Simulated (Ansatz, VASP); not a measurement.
**LaAl2Sb2 in VASP and in Ansatz**

The input INCAR:

```
ALGO     = Normal         # electronic algorithm
EDIFF    = 1E-7           # SCF threshold, eV
ENCUT    = 520            # plane-wave cutoff, eV
GGA      = PE             # functional
ISIF     = 2              # what is computed and relaxed
ISMEAR   = 1              # smearing method
LASPH    = True           # aspherical terms in the spheres
LCHARG   = True           # write CHGCAR
LELF     = True           # ELF
LREAL    = False          # projectors in reciprocal space
LVHAR    = True         
LWAVE    = False          # write WAVECAR
NBANDS   = 22             # bands
NELM     = 60             # most SCF steps
PREC     = Accurate       # precision mode
SIGMA    = 0.0883         # smearing width, eV
```

Contents of KPOINTS:

```
k-points
0
Gamma
  5 5 3
```

The input POSCAR:

```
LaAl2Sb2
1.0
    2.3170260000      4.0132050000      0.0000000000
   -2.3170260000      4.0132050000      0.0000000000
    0.0000000000      0.0000000000      7.5630910000
Sb Al La
2 2 1
Direct
    0.3333000000      0.3334000000      0.2719200000
    0.6667000000      0.6666000000      0.7280800000
    0.3333000000      0.3334000000      0.6387000000
    0.6667000000      0.6666000000      0.3613000000
    0.0000000000      0.0000000000      0.0000000000
```

Input for Ansatz:

```yaml
crystal:
  lattice:
    - [2.317026, 4.013205, 0.0]
    - [-2.317026, 4.013205, 0.0]
    - [0.0, 0.0, 7.563091]
  atoms:
    - { symbol: Sb, position: [0.3333, 0.3334, 0.27192] }
    - { symbol: Sb, position: [0.6667, 0.6666, 0.72808] }
    - { symbol: Al, position: [0.3333, 0.3334, 0.6387] }
    - { symbol: Al, position: [0.6667, 0.6666, 0.3613] }
    - { symbol: La, position: [0.0, 0.0, 0.0] }
  symmetry: { tolerance: 0.0003 }
kpoints:
  mp_grid: { grid: [5, 5, 3], shift: [0, 0, 0] }
magnetization:
  spin_polarized: false
scf:
  occupations: { method: methfessel_paxton, width: 0.0883 }
hamiltonian:
  pseudopotentials: { kind: paw }
  xc: pbe
basis:
  ecutwfc: 420
output:
  forces: true
  stress: true
  eigenvalues: true
```

Alike in both runs: task single point; functional PBE; k mesh 5 × 5 × 3; occupations methfessel-paxton of order 1, width 0.0883 eV; no spin polarisation.

|  | VASP | Ansatz |
| --- | --- | --- |
| version | VASP 6.6.1 | Ansatz 0.2.0 |
| potentials or method | VASP PAW PBE potentials, release 64 (Sb, Al, La), cutoff 520 eV | PAW plane waves |
| valence electrons in the cell | 27 | 47 |

Ansatz gave:

* gap on the k mesh at the Fermi level (eV): none
* pressure (GPa): -0.2
* traceless stress, the component that is largest in VASP (GPa): -2.36
* rms of the force components (eV/Å): 0.134

**Question.** What did VASP give for the same quantities?

**Answer.** gap on the k mesh at the Fermi level (eV): none; pressure (GPa): -0.1; traceless stress, the component that is largest in VASP (GPa): -2.35; rms of the force components (eV/Å): 0.140.

Atom by atom the forces differ by 0.012 eV/Å (rms over components). A gap of «none» marks a metal or a gap that the smearing closes. VASP's potentials hold 27 valence electrons a cell and Ansatz's 47, so a difference there can come from the potentials and not from the codes. Ansatz's warnings: structure snapped to symmetry.

Spin-orbit coupling is off throughout.
